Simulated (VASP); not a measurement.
# Na4Os (P-43m) in VASP: relaxation of cell and atoms with PBE

Aim: the relaxation of cell and atoms of Na4Os with PBE.

Program: VASP 6.6.1. These are calculated values, not measurements. Logs are shortened: lines on timing, memory, paths and dates and some standing lists are left out, and cuts for length are marked.

### Step 1. The cell of the first run

The structure is cubic, space group P-43m (No. 215). The conventional cell has a = 4.727 Å, b = 4.727 Å, c = 4.727 Å, α = 90.00°, β = 90.00°, γ = 90.00°. Within 2.7 Å of Na (site symmetry 3m) lie 1 Os at 2.05 Å. Within 2.7 Å of Os (site symmetry -43m) lie 4 Na at 2.05 Å.

The cell was generated, and may not be a known phase.

### Step 2. Relaxation of cell and atoms, PBE

Input file INCAR:

```
SYSTEM = Na4Os
ALGO     = Normal         ! electronic algorithm
EDIFF    = 1E-7           ! SCF threshold, eV
EDIFFG   = -0.04          ! ionic threshold
ENCUT    = 1130           ! plane-wave cutoff, eV
GGA      = PE             ! functional
GGA_COMPAT= .False.      
IBRION   = 2              ! ionic algorithm
ISIF     = 3              ! what is computed and relaxed
ISMEAR   = 0              ! smearing method
LASPH    = .True.         ! aspherical terms in the spheres
LCHARG   = .False.        ! write CHGCAR
LREAL    = .False.        ! projectors in reciprocal space
LWAVE    = .False.        ! write WAVECAR
NELM     = 120            ! most SCF steps
NELMIN   = 4            
NSW      = 90             ! ionic steps
PREC     = Accurate       ! precision mode
SIGMA    = 0.1            ! smearing width, eV
```

Input file KPOINTS:

```
k-points
0
Gamma
  4 4 4
  0 0 0
```

Input file POSCAR:

```
Na4Os
1.0
    4.7274055300      0.0000000000      0.0000000000
    0.0000000000      4.7274055300      0.0000000000
    0.0000000000      0.0000000000      4.7274055300
Na Os
4 1
Direct
    0.2500000000      0.2500000000      0.2500000000
    0.7500000000      0.7500000000      0.2500000000
    0.2500000000      0.7500000000      0.7500000000
    0.7500000000      0.2500000000      0.7500000000
    0.0000000000      0.0000000000      0.0000000000
```

Potentials or basis: VASP PAW PBE potentials, release 64 (Na_sv, Os_sv_GW).

The run is started by

```console
$ cat potpaw_PBE.64/Na_sv/POTCAR potpaw_PBE.64/Os_sv_GW/POTCAR > POTCAR
$ mpirun -np 1 vasp_std > vasp.out
```

OUTCAR:

```text
SYSTEM = Na4Os
   EDIFF = 1E-7
   EDIFFG = -0.04
   ENCUT = 1130
   GGA = PE
   IBRION = 2
   ISIF = 3
   ISMEAR = 0
   LASPH = .True.
   LREAL = .False.
   NELM = 120
   NELMIN = 4
   NSW = 90
   PREC = Accurate

 ion  position               nearest neighbor table
   1  0.250  0.250  0.250-   5 2.05
   2  0.750  0.750  0.250-   5 2.05
   3  0.250  0.750  0.750-   5 2.05
   4  0.750  0.250  0.750-   5 2.05
   5  0.000  0.000  0.000-   1 2.05   2 2.05   3 2.05   4 2.05

  LATTYP: Found a simple cubic cell.
 ALAT       =     4.7274055300

  Lattice vectors:

 A1 = (   4.7274055300,   0.0000000000,   0.0000000000)
 A2 = (   0.0000000000,   4.7274055300,   0.0000000000)
 A3 = (   0.0000000000,   0.0000000000,   4.7274055300)

Analysis of symmetry for initial positions (statically):
=====================================================================
 Subroutine PRICEL returns:
 Original cell was already a primitive cell.

 Routine SETGRP: Setting up the symmetry group for a
 simple cubic supercell.

 Subroutine GETGRP returns: Found 24 space group operations
 (whereof 24 operations were pure point group operations)
 out of a pool of 48 trial point group operations.

The static configuration has the point symmetry T_d .

Analysis of symmetry for dynamics (positions and initial velocities):
=====================================================================
 Subroutine PRICEL returns:
 Original cell was already a primitive cell.

 Routine SETGRP: Setting up the symmetry group for a
 simple cubic supercell.

 Subroutine GETGRP returns: Found 24 space group operations
 (whereof 24 operations were pure point group operations)
 out of a pool of 48 trial point group operations.

The dynamic configuration has the point symmetry T_d .

 Subroutine INISYM returns: Found 24 space group operations
 (whereof 24 operations are pure point group operations),
 and found     1 'primitive' translations

----------------------------------------------------------------------------------------

                                     Primitive cell

  volume of cell :     105.6498

  direct lattice vectors                    reciprocal lattice vectors
     4.727405530  0.000000000  0.000000000     0.211532519  0.000000000  0.000000000
     0.000000000  4.727405530  0.000000000     0.000000000  0.211532519  0.000000000
     0.000000000  0.000000000  4.727405530     0.000000000  0.000000000  0.211532519

  length of vectors
     4.727405530  4.727405530  4.727405530     0.211532519  0.211532519  0.211532519

  position of ions in fractional coordinates (direct lattice)
     0.250000000  0.250000000  0.250000000
     0.750000000  0.750000000  0.250000000
     0.250000000  0.750000000  0.750000000
     0.750000000  0.250000000  0.750000000
     0.000000000  0.000000000  0.000000000

  ion indices of the primitive-cell ions
   primitive index   ion index
                 1           1
                 2           2
                 3           3
                 4           4
                 5           5

----------------------------------------------------------------------------------------

 KPOINTS: k-points

Automatic generation of k-mesh.
 Grid dimensions read from file:
 generate k-points for:    4    4    4

 Generating k-lattice:

  Cartesian coordinates                     Fractional coordinates (reciprocal lattice)
     0.052883130  0.000000000  0.000000000     0.250000000  0.000000000  0.000000000
     0.000000000  0.052883130  0.000000000     0.000000000  0.250000000  0.000000000
     0.000000000  0.000000000  0.052883130     0.000000000  0.000000000  0.250000000

  Length of vectors
     0.052883130  0.052883130  0.052883130

  Shift w.r.t. Gamma in fractional coordinates (k-lattice)
     0.000000000  0.000000000  0.000000000

 Subroutine IBZKPT returns following result:
 ===========================================

 Found     10 irreducible k-points:

 Following reciprocal coordinates:
            Coordinates               Weight
  0.000000  0.000000  0.000000      1.000000
  0.250000  0.000000  0.000000      6.000000
  0.500000  0.000000  0.000000      3.000000
  0.250000  0.250000  0.000000     12.000000
  0.500000  0.250000  0.000000     12.000000
  0.500000  0.500000  0.000000      3.000000
  0.250000  0.250000  0.250000      8.000000
  0.500000  0.250000  0.250000     12.000000
  0.500000  0.500000  0.250000      6.000000
  0.500000  0.500000  0.500000      1.000000
   k-points           NKPTS =     10   k-points in BZ     NKDIM =     10   number of bands    NBANDS=     31
   number of dos      NEDOS =    301   number of ions     NIONS =      5
   total plane-waves  NPLWV = 157464
   dimension x,y,z NGX =    54 NGY =   54 NGZ =   54
   dimension x,y,z NGXF=   108 NGYF=  108 NGZF=  108
   ions per type =               4   1
   NGX,Y,Z   is equivalent  to a cutoff of  18.99, 18.99, 18.99 a.u.
   NGXF,Y,Z  is equivalent  to a cutoff of  37.98, 37.98, 37.98 a.u.
 SYSTEM =  Na4Os
   PREC   = accura    normal or accurate (medium, high low for compatibility)
   ISTART =      0    job   : 0-new  1-cont  2-samecut
   ICHARG =      2    charge: 1-file 2-atom 10-const
   ISPIN  =      1    spin polarized calculation?
   LNONCOLLINEAR =      F non collinear calculations
   LSORBIT =      F    spin-orbit coupling
   LASPH  =      T    aspherical Exc in radial PAW
   ENCUT  = 1130.0 eV  83.05 Ry    9.11 a.u.  12.96 12.96 12.96*2*pi/ulx,y,z
   NELM   =    120;   NELMIN=  4; NELMDL= -5     # of ELM steps
   EDIFF  = 0.1E-06   stopping-criterion for ELM
   LREAL  =      F    real-space projection
   EDIFFG = -.4E-01   stopping-criterion for IOM
   NSW    =     90    number of steps for IOM
   IBRION =      2    ionic relax: 0-MD 1-quasi-New 2-CG
   NFREE  =      1    steps in history (QN), initial steepest desc. (CG)
   ISIF   =      3    stress and relaxation
   ISYM   =      2    0-nonsym 1-usesym 2-fastsym
   POTIM  = 0.5000    time-step for ionic-motion
   TEBEG  =    0.0;   TEEND  =   0.0 temperature during run
   PSTRESS=    0.0 pullay stress
   NELECT =      52.0000    total number of electrons
   NUPDOWN=      -1.0000    fix difference up-down
   EMIN   =  10.00;   EMAX   =-10.00  energy-range for DOS
   EFERMI =   0.00;   METHOD = LEGACY
   ISMEAR =     0;   SIGMA  =   0.10  broadening in eV -4-tet -1-fermi 0-gaus
   EFERMI_NEDOS =   21; number of points for ismear=-14 and -15
   IALGO  =     38    algorithm
   IMIX   =      4    mixing-type and parameters
     AMIX     =   0.40;   BMIX     =  1.00
     AMIX_MAG =   1.60;   BMIX_MAG =  1.00
  volume/ion in A,a.u.               =      21.13       142.59
  Fermi-wavevector in a.u.,A,eV,Ry     =   1.292567  2.442598 22.731657  1.670730
  Thomas-Fermi vector in A             =   2.424267
   LORBIT       =      0    0 simple, 1 ext, 2 COOP (PROOUT), +10 PAW based schemes
   GGA     = PE    functional components
   LHFCALC =     F    Hartree Fock is set to
   AEXX    =    0.0000 exact exchange contribution
   IVDW    =     0    specifies the selected vdW correction
   LEPSILON=     F    determine dielectric tensor
   LRPA    =     F    only Hartree local field effects (RPA)
 conjugate gradient relaxation of ions
 non-spin polarized calculation
 Gauss-broadening in eV      SIGMA  =   0.10
  energy-cutoff  :     1130.00
  volume of cell :      105.65
 maximum number of plane-waves:      9136
 NGX is ok and might be reduce to    54
   NGX = 25   NGY = 25   NGZ = 25

--------------------------------------- Ionic step        1  -------------------------------------------

 number of electron      52.0000011 magnetization

 Free energy of the ion-electron system (eV)
  ---------------------------------------------------
  ext. energy  EPLUGINS =         0.00000000
  ---------------------------------------------------
  free energy    TOTEN  =        -4.86657508 eV

  energy without entropy =       -4.86374202  energy(sigma->0) =       -4.86515855

------------------------ aborting loop because EDIFF is reached ----------------------------------------

  FORCE on cell =-STRESS in cart. coord.  units (eV):
  Direction    XX          YY          ZZ          XY          YZ          ZX
  --------------------------------------------------------------------------------------
  -------------------------------------------------------------------------------------
  Total       17.6218632     17.6218632     17.6218632     -0.0000000      0.0000000     -0.0000000
  in kB      267.2353031    267.2353031    267.2353031     -0.0000000      0.0000000     -0.0000000
  external PRESSURE =     267.2353031 kB  Pullay stress =       0.0000000 kB

 VOLUME and BASIS-vectors are now :
 -----------------------------------------------------------------------------
  energy-cutoff  :     1130.00
  volume of cell :      105.65
      direct lattice vectors                 reciprocal lattice vectors
     4.727405530  0.000000000  0.000000000     0.211532519  0.000000000  0.000000000
     0.000000000  4.727405530  0.000000000     0.000000000  0.211532519  0.000000000
     0.000000000  0.000000000  4.727405530     0.000000000  0.000000000  0.211532519

 POSITION                                       TOTAL-FORCE (eV/Angst)
 -----------------------------------------------------------------------------------
      1.18185      1.18185      1.18185         3.729820      3.729820      3.729820
      3.54555      3.54555      1.18185        -3.729820     -3.729820      3.729820
      1.18185      3.54555      3.54555         3.729820     -3.729820     -3.729820
      3.54555      1.18185      3.54555        -3.729820      3.729820     -3.729820
      0.00000      0.00000      0.00000        -0.000000     -0.000000     -0.000000
 -----------------------------------------------------------------------------------
    total drift:                                0.000000      0.000000     -0.000000

  FREE ENERGIE OF THE ION-ELECTRON SYSTEM (eV)
  ---------------------------------------------------
  free  energy   TOTEN  =        -4.8665750837 eV
[... 65 lines left out ...]
 POSITION                                       TOTAL-FORCE (eV/Angst)
 -----------------------------------------------------------------------------------
      1.56962      1.56962      1.56962         0.039364      0.039364      0.039364
      3.91508      3.91508      1.56962        -0.039364     -0.039364      0.039364
      1.56962      3.91508      3.91508         0.039364     -0.039364     -0.039364
      3.91508      1.56962      3.91508        -0.039364      0.039364     -0.039364
      0.00000      0.00000      0.00000         0.000000      0.000000      0.000000
 -----------------------------------------------------------------------------------
    total drift:                               -0.000000     -0.000000     -0.000000

  FREE ENERGIE OF THE ION-ELECTRON SYSTEM (eV)
  ---------------------------------------------------
  free  energy   TOTEN  =       -10.8012563329 eV

  energy  without entropy=      -10.7295611616  energy(sigma->0) =      -10.76540875

--------------------------------------- Ionic step        4  -------------------------------------------

 number of electron      52.0000031 magnetization

 Free energy of the ion-electron system (eV)
  ---------------------------------------------------
  ext. energy  EPLUGINS =         0.00000000
  ---------------------------------------------------
  free energy    TOTEN  =       -10.80334850 eV

  energy without entropy =      -10.73016272  energy(sigma->0) =      -10.76675561

 E-fermi :   0.7727     XC(G=0):  -7.1331

 val. band max:        0.7565394885   @ k =   0.5000   0.2500   0.0000
 cond. band min:       0.7776789241   @ k =   0.5000   0.2500   0.2500
 fundamental gap:      0.0211394357
 Fermi energy:         0.7727317396

 k-point     1 :       0.0000    0.0000    0.0000
  band No.  band energies     occupation
      1     -83.4452      2.00000
      2     -51.6105      2.00000
      3     -51.6066      2.00000
      4     -51.6066      2.00000
      5     -51.6066      2.00000
      6     -42.8655      2.00000
[... 23 lines left out ...]
     30       3.0392      0.00000
     31       3.9753      0.00000
[... 317 lines left out ...]
 VOLUME and BASIS-vectors are now :
 -----------------------------------------------------------------------------
  energy-cutoff  :     1130.00
  volume of cell :      167.01
      direct lattice vectors                 reciprocal lattice vectors
     5.507029883 -0.000000000 -0.000000000     0.181586086  0.000000000  0.000000000
    -0.000000000  5.507029883 -0.000000000     0.000000000  0.181586086 -0.000000000
    -0.000000000  0.000000000  5.507029883     0.000000000  0.000000000  0.181586086

 POSITION                                       TOTAL-FORCE (eV/Angst)
 -----------------------------------------------------------------------------------
      1.58103      1.58103      1.58103         0.001805      0.001805      0.001805
      3.92600      3.92600      1.58103        -0.001805     -0.001805      0.001805
      1.58103      3.92600      3.92600         0.001805     -0.001805     -0.001805
      3.92600      1.58103      3.92600        -0.001805      0.001805     -0.001805
      5.50703      5.50703      5.50703         0.000000      0.000000     -0.000000
 -----------------------------------------------------------------------------------
    total drift:                                0.000000      0.000000     -0.000000

  FREE ENERGIE OF THE ION-ELECTRON SYSTEM (eV)
  ---------------------------------------------------
  free  energy   TOTEN  =       -10.8033484996 eV

  energy  without entropy=      -10.7301627245  energy(sigma->0) =      -10.76675561

 reached required accuracy - stopping structural energy minimisation
```

Wall time 7.1 min (1 thread of Intel Xeon Platinum 8259CL at 2.50GHz (Skylake/Cascade Lake), shared host); peak memory 0.48 GiB.

What came out:

- Free energy: -10.8033 eV
- Relaxed volume: 33.40 Å³/atom
- Relaxed cell: a = 5.507 Å, b = 5.507 Å, c = 5.507 Å, α = 90.00°, β = 90.00°, γ = 90.00°
- Space group after relaxing (to 0.1 Å): P-43m (No. 215)
- Energy gained by relaxing: 1187.4 meV/atom
- Ionic steps: 4
- Pressure after relaxing: 0.0 GPa
- Band gap on the k mesh: zero (bands 26 and 27 overlap by 0.19 eV)

Step by step:
| step | energy change (eV) | largest force (eV/Å) | pressure (GPa) | volume (Å³) |
| --- | --- | --- | --- | --- |
| 1 | 0.0000 | 6.4602 | 26.72 | 105.65 |
| 2 | -5.9342 | 0.0634 | -0.19 | 169.22 |
| 3 | -5.9347 | 0.0682 | 0.15 | 164.99 |
| 4 | -5.9368 | 0.0031 | -0.02 | 167.01 |

Final structure:
```yaml
crystal:
  lattice:
    - [5.50703, 0.00000, 0.00000]
    - [0.00000, 5.50703, 0.00000]
    - [0.00000, 0.00000, 5.50703]
  atoms:
    - { symbol: Na, position: [0.28709, 0.28709, 0.28709] }
    - { symbol: Na, position: [0.71291, 0.71291, 0.28709] }
    - { symbol: Na, position: [0.28709, 0.71291, 0.71291] }
    - { symbol: Na, position: [0.71291, 0.28709, 0.71291] }
    - { symbol: Os, position: [0.00000, 0.00000, 0.00000] }
```

Levels at points of the mesh, in eV from the Fermi level:
| k point | band 24 | band 25 | band 26 | band 27 | band 28 | band 29 |
| --- | --- | --- | --- | --- | --- | --- |
| (0.00, 0.00, 0.00) | -0.06 | -0.06 | -0.06 | 0.56 | 2.27 | 2.27 |
| (0.50, 0.00, 0.00) | -0.19 | -0.19 | -0.05 | -0.02 | 2.46 | 2.63 |
| (0.50, 0.50, 0.00) | -0.16 | -0.11 | -0.11 | -0.11 | 0.07 | 0.59 |
| (0.50, 0.50, 0.50) | -0.52 | 0.08 | 0.08 | 0.41 | 1.06 | 1.06 |

Caveat: the volume moved by over 15 % at a fixed basis, so the end points are rough; spin-orbit coupling is left out, which moves the levels of the heavy elements.

The gap in the log of VASP goes by the Fermi energy; the results here count the filled bands.